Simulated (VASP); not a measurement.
# LaTlCl4 (P4/mmm) in VASP: notebook

The runs below take LaTlCl4 through single point, relaxation of cell and atoms, with PBE.

Everything below comes from runs of VASP 6.6.1. Logs are shortened: lines on timing, memory, paths and dates and some standing lists are left out, and cuts for length are marked.

## Step 1: The cell of the first run

It takes space group P4/mmm (No. 123, tetragonal). Conventional cell: a = 4.909 Å, b = 4.909 Å, c = 7.666 Å, α = 90.00°, β = 90.00°, γ = 90.00°. La (site symmetry 4/mmm) has 8 Cl at 2.96 Å within 3.9 Å. Tl (site symmetry 4/mmm) has 8 Cl at 3.29 Å within 4.3 Å. Within 3.9 Å of Cl (site symmetry 2mm) lie 2 La at 2.96 Å and 2 Tl at 3.29 Å and 5 Cl at 3.30 to 3.47 Å.

The cell was generated, and may not be a known phase.

## Step 2: Single point, PBE

File INCAR:

```
PREC = Accurate
ENCUT = 520
EDIFF = 1E-6
ISMEAR = 0
SIGMA = 0.15
LREAL = False
LASPH = True
NELM = 100
ALGO = Normal
ISIF = 2
LWAVE = False
LCHARG = True
GGA = PE
LELF = True
LVHAR = True
NBANDS = 35
```

File KPOINTS:

```
regular mesh
0
Gamma
  3 3 2
```

File POSCAR:

```
LaTlCl4
1.0
    4.9086495705      0.0000000000      0.0000000000
    0.0000000000      4.9086495705      0.0000000000
    0.0000000000      0.0000000000      7.6663281158
La Tl Cl
1 1 4
Direct
    0.0000000000      0.0000000000      0.0000000000
    0.5000000000      0.5000000000      0.5000000000
    0.5000000000      0.0000000000      0.7850431133
    0.0000000000      0.5000000000      0.2149568867
    0.5000000000      0.0000000000      0.2149568867
    0.0000000000      0.5000000000      0.7850431133
```

Potentials or basis: VASP PAW PBE potentials, release 64 (La, Tl_d, Cl).

Run with:

```console
> cat potpaw_PBE.64/La/POTCAR potpaw_PBE.64/Tl_d/POTCAR potpaw_PBE.64/Cl/POTCAR > POTCAR
> mpirun -np 1 vasp_std > vasp.out
```

OUTCAR:

```text
PREC = Accurate
   ENCUT = 520
   EDIFF = 1E-6
   ISMEAR = 0
   LREAL = False
   LASPH = True
   NELM = 100
   ISIF = 2
   GGA = PE

 ion  position               nearest neighbor table
   1  0.000  0.000  0.000-   3 2.96   4 2.96   5 2.96   6 2.96   4 2.96   6 2.96   3 2.96   5 2.96

   2  0.500  0.500  0.500-   3 3.29   4 3.29   5 3.29   6 3.29   3 3.29   5 3.29   4 3.29   6 3.29

   3  0.500  0.000  0.785-   1 2.96   1 2.96   2 3.29   2 3.29
   4  0.000  0.500  0.215-   1 2.96   1 2.96   2 3.29   2 3.29
   5  0.500  0.000  0.215-   1 2.96   1 2.96   2 3.29   2 3.29
   6  0.000  0.500  0.785-   1 2.96   1 2.96   2 3.29   2 3.29

  LATTYP: Found a simple tetragonal cell.
 ALAT       =     4.9086495705
 C/A-ratio  =     1.5617998404

  Lattice vectors:

 A1 = (   4.9086495705,   0.0000000000,   0.0000000000)
 A2 = (   0.0000000000,   4.9086495705,   0.0000000000)
 A3 = (   0.0000000000,   0.0000000000,   7.6663281158)

Analysis of symmetry for initial positions (statically):
=====================================================================
 Subroutine PRICEL returns:
 Original cell was already a primitive cell.

 Routine SETGRP: Setting up the symmetry group for a
 simple tetragonal supercell.

 Subroutine GETGRP returns: Found 16 space group operations
 (whereof 16 operations were pure point group operations)
 out of a pool of 16 trial point group operations.

The static configuration has the point symmetry D_4h.

Analysis of symmetry for dynamics (positions and initial velocities):
=====================================================================
 Subroutine PRICEL returns:
 Original cell was already a primitive cell.

 Routine SETGRP: Setting up the symmetry group for a
 simple tetragonal supercell.

 Subroutine GETGRP returns: Found 16 space group operations
 (whereof 16 operations were pure point group operations)
 out of a pool of 16 trial point group operations.

The dynamic configuration has the point symmetry D_4h.

 Subroutine INISYM returns: Found 16 space group operations
 (whereof 16 operations are pure point group operations),
 and found     1 'primitive' translations

----------------------------------------------------------------------------------------

                                     Primitive cell

  volume of cell :     184.7190

  direct lattice vectors                    reciprocal lattice vectors
     4.908649570  0.000000000  0.000000000     0.203722019  0.000000000  0.000000000
     0.000000000  4.908649570  0.000000000     0.000000000  0.203722019  0.000000000
     0.000000000  0.000000000  7.666328116     0.000000000  0.000000000  0.130440543

  length of vectors
     4.908649570  4.908649570  7.666328116     0.203722019  0.203722019  0.130440543

  position of ions in fractional coordinates (direct lattice)
     0.000000000  0.000000000  0.000000000
     0.500000000  0.500000000  0.500000000
     0.500000000  0.000000000  0.785043113
     0.000000000  0.500000000  0.214956887
     0.500000000  0.000000000  0.214956887
     0.000000000  0.500000000  0.785043113

  ion indices of the primitive-cell ions
   primitive index   ion index
                 1           1
                 2           2
                 3           3
                 4           4
                 5           5
                 6           6

----------------------------------------------------------------------------------------

 KPOINTS: regular mesh

Automatic generation of k-mesh.
 Grid dimensions read from file:
 generate k-points for:    3    3    2

 Generating k-lattice:

  Cartesian coordinates                     Fractional coordinates (reciprocal lattice)
     0.067907340  0.000000000  0.000000000     0.333333333  0.000000000  0.000000000
     0.000000000  0.067907340  0.000000000     0.000000000  0.333333333  0.000000000
     0.000000000  0.000000000  0.065220271     0.000000000  0.000000000  0.500000000

  Length of vectors
     0.067907340  0.067907340  0.065220271

  Shift w.r.t. Gamma in fractional coordinates (k-lattice)
[... 48 lines left out ...]

 E-fermi :   2.2995     XC(G=0):  -8.2035

 val. band max:        1.6095697225   @ k =   0.3333   0.0000   0.5000
 cond. band min:       4.8381576648   @ k =   0.0000   0.0000   0.5000
 fundamental gap:      3.2285879424
 Fermi energy:         2.2995491184

 k-point     1 :       0.0000    0.0000    0.0000
  band No.  band energies     occupation
      1     -29.8927      2.00000
      2     -13.9700      2.00000
      3     -13.5390      2.00000
      4     -13.5390      2.00000
      5     -12.1933      2.00000
      6     -11.6758      2.00000
[... 27 lines left out ...]
     34       5.6347      0.00000
     35       5.7684      0.00000

 k-point     2 :       0.3333    0.0000    0.0000
  band No.  band energies     occupation
      1     -29.8899      2.00000
      2     -13.9259      2.00000
      3     -13.8410      2.00000
      4     -13.5343      2.00000
      5     -11.9548      2.00000
      6     -11.6205      2.00000
[... 27 lines left out ...]
     34       5.7117      0.00000
     35       5.9142      0.00000

 k-point     3 :       0.3333    0.3333    0.0000
  band No.  band energies     occupation
      1     -29.8871      2.00000
      2     -13.9242      2.00000
      3     -13.9108      2.00000
      4     -13.7071      2.00000
      5     -11.6272      2.00000
      6     -11.6089      2.00000
[... 27 lines left out ...]
     34       5.8909      0.00000
     35       6.1370      0.00000

 k-point     4 :       0.0000    0.0000    0.5000
  band No.  band energies     occupation
      1     -29.8927      2.00000
      2     -13.9747      2.00000
      3     -13.5390      2.00000
      4     -13.5390      2.00000
      5     -12.1546      2.00000
      6     -11.6529      2.00000
[... 27 lines left out ...]
     34       5.4839      0.00000
     35       5.7696      0.00000

 k-point     5 :       0.3333    0.0000    0.5000
  band No.  band energies     occupation
      1     -29.8899      2.00000
      2     -13.9232      2.00000
      3     -13.8431      2.00000
      4     -13.5343      2.00000
      5     -11.9379      2.00000
      6     -11.6551      2.00000
[... 27 lines left out ...]
     34       5.7815      0.00000
     35       6.1792      0.00000

 k-point     6 :       0.3333    0.3333    0.5000
  band No.  band energies     occupation
      1     -29.8871      2.00000
      2     -13.9225      2.00000
      3     -13.9098      2.00000
      4     -13.7080      2.00000
      5     -11.6396      2.00000
      6     -11.6265      2.00000
[... 27 lines left out ...]
     34       5.7498      0.00000
     35       6.0963      0.00000

------------------------ aborting loop because EDIFF is reached ----------------------------------------

  FORCE on cell =-STRESS in cart. coord.  units (eV):
  Direction    XX          YY          ZZ          XY          YZ          ZX
  --------------------------------------------------------------------------------------
  -------------------------------------------------------------------------------------
  Total       -0.1799416     -0.1799416      0.0649604      0.0000000      0.0000000     -0.0000000
  in kB       -1.5607408     -1.5607408      0.5634399      0.0000000      0.0000000     -0.0000000
  external PRESSURE =      -0.8526806 kB  Pullay stress =       0.0000000 kB

 VOLUME and BASIS-vectors are now :
 -----------------------------------------------------------------------------
  energy-cutoff  :      520.00
  volume of cell :      184.72
      direct lattice vectors                 reciprocal lattice vectors
     4.908649570  0.000000000  0.000000000     0.203722019  0.000000000  0.000000000
     0.000000000  4.908649570  0.000000000     0.000000000  0.203722019  0.000000000
     0.000000000  0.000000000  7.666328116     0.000000000  0.000000000  0.130440543

 POSITION                                       TOTAL-FORCE (eV/Angst)
 -----------------------------------------------------------------------------------
      0.00000      0.00000      0.00000         0.000000      0.000000     -0.000000
      2.45432      2.45432      3.83316         0.000000      0.000000     -0.000000
      2.45432      0.00000      6.01840         0.000000     -0.000000      0.017262
      0.00000      2.45432      1.64793         0.000000      0.000000     -0.017262
      2.45432      0.00000      1.64793         0.000000     -0.000000     -0.017262
      0.00000      2.45432      6.01840         0.000000     -0.000000      0.017262
 -----------------------------------------------------------------------------------
    total drift:                                0.000000      0.000000     -0.000000

  FREE ENERGIE OF THE ION-ELECTRON SYSTEM (eV)
  ---------------------------------------------------
  free  energy   TOTEN  =       -26.0804976830 eV

  energy  without entropy=      -26.0804976830  energy(sigma->0) =      -26.08049768
```

Wall time 35 s (1 thread of AMD EPYC 9R45 (Zen 5), shared host); peak memory 0.29 GiB.

What came out:

* Free energy: -26.0805 eV
* Pressure: -0.1 GPa
* Largest force: 0.017 eV/Å
* Band gap on the k mesh: 3.23 eV (least direct gap 3.25 eV)

Forces in eV/Å, atoms in the order of the input:
```
La   0.000  0.000  0.000
Tl   0.000  0.000  0.000
Cl   0.000  0.000  0.017
Cl   0.000  0.000 -0.017
Cl   0.000  0.000 -0.017
Cl   0.000  0.000  0.017
```

Caveat: the k points lie up to 0.43 Å⁻¹ apart; spin-orbit coupling is left out, which moves the levels of the heavy elements.

## Step 3: Relaxation of cell and atoms, PBE

This run uses another cell than the first one, of 28.32 Å³/atom.

File INCAR:

```
SYSTEM = LaTlCl4
PREC = Accurate ; ENCUT = 600
EDIFF = 1E-7 ; ISMEAR = 0
SIGMA = 0.15 ; LREAL = .FALSE.
LASPH = .TRUE. ; NELM = 80
ALGO = Normal ; ISIF = 3
LWAVE = .FALSE. ; LCHARG = .FALSE.
GGA = PE ; IBRION = 2
NSW = 36 ; EDIFFG = -0.08
```

File KPOINTS:

```
Automatic mesh
0
G
  3 3 2
  0 0 0
```

File POSCAR:

```
LaTlCl4
1.0
    4.6748395800      0.0000000000      0.0000000000
    0.0000000000      4.6748395800      0.0000000000
    0.0000000000      0.0000000000      7.7758252800
La Tl Cl
1 1 4
Direct
    0.0000000000      0.0000000000      0.0000000000
    0.5000000000      0.5000000000      0.5000000000
    0.5000000000      0.0000000000      0.6975501200
    0.0000000000      0.5000000000      0.3024498800
    0.5000000000      0.0000000000      0.3024498800
    0.0000000000      0.5000000000      0.6975501200
```

Potentials or basis: VASP PAW PBE potentials, release 64 (La, Tl_d, Cl).

Run with:

```console
> cat potpaw_PBE.64/La/POTCAR potpaw_PBE.64/Tl_d/POTCAR potpaw_PBE.64/Cl/POTCAR > POTCAR
> mpirun -np 1 vasp_std > vasp.out
```

Run time: 4.8 min. Hardware: 1 thread of AMD EPYC 9R45 (Zen 5), shared host; peak memory 0.32 GiB.

It converged, with:

```yaml
Free_energy: -26.0798 eV
Relaxed_volume: 30.75 Å³/atom
Relaxed_cell: a = 4.892 Å, b = 4.892 Å, c = 7.711 Å, α = 90.00°, β = 90.00°, γ = 90.00°
Space_group_after_relaxing_to_0.1_Å: P4/mmm (No. 123)
Energy_gained_by_relaxing: 767.3 meV/atom
Ionic_steps: 11
Pressure_after_relaxing: 0.0 GPa
Largest_force_after_relaxing: 0.032 eV/Å
Band_gap_on_the_k_mesh: 3.27 eV (least direct gap 3.29 eV)
```

Forces in eV/Å, atoms in the order of the input:
```
La   0.000  0.000  0.000
Tl   0.000  0.000  0.000
Cl   0.000  0.000  0.032
Cl   0.000  0.000 -0.032
Cl   0.000  0.000 -0.032
Cl   0.000  0.000  0.032
```

Stress tensor (GPa, compression positive):
```
 0.06  0.00  0.00
 0.00  0.06  0.00
 0.00  0.00 -0.10
```

The path:
```csv
step,energy change (eV),largest force (eV/Å),pressure (GPa),volume (Å³)
1,0.0000,2.9848,2.75,169.93
2,-2.2700,2.2558,-0.81,181.45
3,-3.0341,0.1594,-3.51,204.26
4,-3.3755,1.1973,-3.21,195.86
5,-4.0467,0.5450,0.03,176.75
6,-4.0945,0.2343,1.68,170.78
7,-4.4049,0.0954,1.35,173.96
8,-4.5739,0.0916,1.43,177.55
9,-4.5738,0.1165,1.48,177.95
10,-4.5771,0.1585,-1.20,191.09
11,-4.6040,0.0319,0.01,184.52
```

Final structure:
```xyz
6
Lattice="4.8919 0.0000 0.0000 0.0000 4.8919 0.0000 0.0000 0.0000 7.7107" Properties=species:S:1:pos:R:3 pbc="T T T"
La    0.0000    4.8919    0.0000
Tl    2.4459    2.4459    3.8554
Cl    2.4459    0.0000    6.0551
Cl    0.0000    2.4459    1.6556
Cl    2.4459    0.0000    1.6556
Cl    0.0000    2.4459    6.0551
```

Levels at points of the mesh, in eV from the valence-band top:
```
           k point  band 23  band 24  band 25  band 26  band 27  band 28  band 29  band 30
(0.00, 0.00, 0.00)    -0.81    -0.77    -0.65    -0.65     3.27     3.38     3.38     3.43
(0.00, 0.00, 0.50)    -0.78    -0.74    -0.74    -0.17     3.27     3.38     3.38     3.45
```

Caveat: the k points lie up to 0.43 Å⁻¹ apart in the final cell; spin-orbit coupling is left out, which moves the levels of the heavy elements.

## Step 4: Single point, PBE

This run uses another cell than the first one: it holds 12 atoms, not 6.

File INCAR:

```
  PREC = Accurate
  ENCUT = 520
  EDIFF = 1E-7
  ISMEAR = 0
  SIGMA = 0.1
  LREAL = F
  LASPH = T
  NELM = 100
  ALGO = Normal
  ISIF = 2
  LWAVE = F
  LCHARG = F
  GGA = PE
  NBANDS = 64
```

File KPOINTS:

```
regular mesh
0
Gamma
  4 4 1
```

File POSCAR:

```
LaTlCl4
1.0
    4.9007170328      0.0000000000      0.0000000000
    0.0000000000      4.9007170328      0.0000000000
    0.0000000000      0.0000000000     15.4097300139
La Tl Cl
2 2 8
Direct
    0.0000000000      1.0000000000      0.5000000000
    0.0000000000      1.0000000000      0.0000000000
    0.5000000000      0.5000000000      0.2500000000
    0.5000000000      0.5000000000      0.7500000000
    0.5000000000      0.0000000000      0.3929104505
    0.5000000000      0.0000000000      0.8929104505
    0.0000000000      0.5000000000      0.1070895495
    0.0000000000      0.5000000000      0.6070895495
    0.5000000000      0.0000000000      0.1070895495
    0.5000000000      0.0000000000      0.6070895495
    1.0000000000      0.5000000000      0.3929104505
    1.0000000000      0.5000000000      0.8929104505
```

Run with:

```console
> cat potpaw_PBE.64/La/POTCAR potpaw_PBE.64/Tl_d/POTCAR potpaw_PBE.64/Cl/POTCAR > POTCAR
> mpirun -np 1 vasp_std > vasp.out
```

Run time: 1.7 min. Hardware: 1 thread of AMD EPYC 9R45 (Zen 5), shared host; peak memory 0.44 GiB.

It converged, with:

* Free energy: -52.1645 eV
* Pressure: -0.1 GPa
* Largest force: 0.008 eV/Å
* Band gap on the k mesh: 3.24 eV

Forces on the atoms (eV/Å):
```
La   0.000  0.000  0.000
La   0.000  0.000  0.000
Tl   0.000  0.000  0.000
Tl   0.000  0.000  0.000
Cl   0.000  0.000  0.008
Cl   0.000  0.000  0.008
Cl   0.000  0.000 -0.008
Cl   0.000  0.000 -0.008
Cl   0.000  0.000 -0.008
Cl   0.000  0.000 -0.008
Cl   0.000  0.000  0.008
Cl   0.000  0.000  0.008
```

Levels at points of the mesh, in eV from the valence-band top:
| k point | band 49 | band 50 | band 51 | band 52 | band 53 | band 54 | band 55 | band 56 |
| --- | --- | --- | --- | --- | --- | --- | --- | --- |
| (0.00, 0.00, 0.00) | -0.77 | -0.67 | -0.67 | -0.19 | 3.25 | 3.25 | 3.35 | 3.35 |
| (0.50, 0.00, 0.00) | -1.20 | -0.87 | -0.57 | 0.00 | 3.24 | 3.24 | 3.31 | 3.31 |
| (0.50, 0.50, 0.00) | -0.34 | -0.32 | -0.16 | -0.15 | 3.24 | 3.24 | 3.24 | 3.26 |

Caveat: spin-orbit coupling is left out, which moves the levels of the heavy elements.

## Step 5: Single point, PBE

File INCAR:

```
  PREC = Accurate
  ENCUT = 520
  EDIFF = 1E-6
  ISMEAR = 0
  SIGMA = 0.02
  LREAL = False
  LASPH = True
  NELM = 80
  ALGO = Normal
  ISIF = 2
  LWAVE = False
  LCHARG = True
  GGA = PE
  LELF = True
  LVHAR = True
  NBANDS = 35
```

File KPOINTS:

```
regular mesh
0
Gamma
  6 6 4
```

File POSCAR:

```
LaTlCl4
1.0
    4.9007170328      0.0000000000      0.0000000000
    0.0000000000      4.9007170328      0.0000000000
    0.0000000000      0.0000000000      7.7048650070
La Tl Cl
1 1 4
Direct
    0.0000000000      0.0000000000      0.0000000000
    0.5000000000      0.5000000000      0.5000000000
    0.5000000000      0.0000000000      0.7858209011
    0.0000000000      0.5000000000      0.2141790989
    0.5000000000      0.0000000000      0.2141790989
    0.0000000000      0.5000000000      0.7858209011
```

Run with:

```console
> cat potpaw_PBE.64/La/POTCAR potpaw_PBE.64/Tl_d/POTCAR potpaw_PBE.64/Cl/POTCAR > POTCAR
> mpirun -np 1 vasp_std > vasp.out
```

Wall time 98 s (1 thread of AMD EPYC 9R45 (Zen 5), shared host); peak memory 0.37 GiB.

Results (log left out):

| Quantity | Value |
| --- | --- |
| Free energy | -26.0877 eV |
| Pressure | -0.1 GPa |
| Largest force | 0.010 eV/Å |
| Band gap on the k mesh | 3.24 eV |

Forces in eV/Å, atoms in the order of the input:
```
La   0.000  0.000  0.000
Tl   0.000  0.000  0.000
Cl   0.000  0.000  0.010
Cl   0.000  0.000 -0.010
Cl   0.000  0.000 -0.010
Cl   0.000  0.000  0.010
```

Levels at points of the mesh, in eV from the valence-band top:
```tsv
k point	band 22	band 23	band 24	band 25	band 26	band 27	band 28	band 29	band 30	band 31
(0.00, 0.00, 0.00)	-0.83	-0.83	-0.77	-0.67	-0.67	3.25	3.35	3.35	3.41	3.42
(0.50, 0.00, 0.00)	-1.60	-1.26	-1.20	-0.87	-0.57	3.24	3.31	3.33	3.36	3.42
(0.50, 0.50, 0.00)	-1.08	-1.08	-0.95	-0.32	-0.17	3.24	3.24	3.26	3.34	3.34
(0.00, 0.00, 0.50)	-0.80	-0.80	-0.77	-0.77	-0.19	3.25	3.36	3.36	3.43	3.43
(0.50, 0.00, 0.50)	-1.63	-1.46	-1.41	-1.27	0.00	3.25	3.31	3.31	3.35	3.37
(0.50, 0.50, 0.50)	-1.46	-0.96	-0.83	-0.34	-0.15	3.24	3.27	3.27	3.35	3.35
```

Caveat: spin-orbit coupling is left out, which moves the levels of the heavy elements. A k mesh can miss the band edges.

## Step 6: The runs side by side

| task | cell | k mesh | cutoff (eV) | smearing | gap on the mesh (eV) | pressure (GPa) | largest force (eV/Å) |
| --- | --- | --- | --- | --- | --- | --- | --- |
| single point | a = 4.909, b = 4.909, c = 7.666 Å, 6 atoms, atomic positions A | 3 × 3 × 2 | 520 | gaussian 0.15 eV | 3.23 | -0.1 | 0.02 |
| relaxation of cell and atoms | relaxed from a = 4.675, b = 4.675, c = 7.776 Å, 6 atoms, atomic positions B | 3 × 3 × 2 | 600 | gaussian 0.15 eV | 3.27 | 0.0 | 0.03 |
| single point | a = 4.901, b = 4.901, c = 15.410 Å, 12 atoms, atomic positions C | 4 × 4 × 1 | 520 | gaussian 0.1 eV | 3.24 | -0.1 | 0.01 |
| single point | a = 4.901, b = 4.901, c = 7.705 Å, 6 atoms, atomic positions D | 6 × 6 × 4 | 520 | gaussian 0.02 eV | 3.24 | -0.1 | 0.01 |

Alike in all rows: level PBE; potentials or basis VASP PAW PBE potentials, release 64 (La, Tl_d, Cl); no spin polarisation.

Caveats: some runs use coarse meshes; spin-orbit coupling is left out, which moves the levels of the heavy elements.

Total energies depend on the potentials used, so only differences within one code and one set of settings carry meaning.
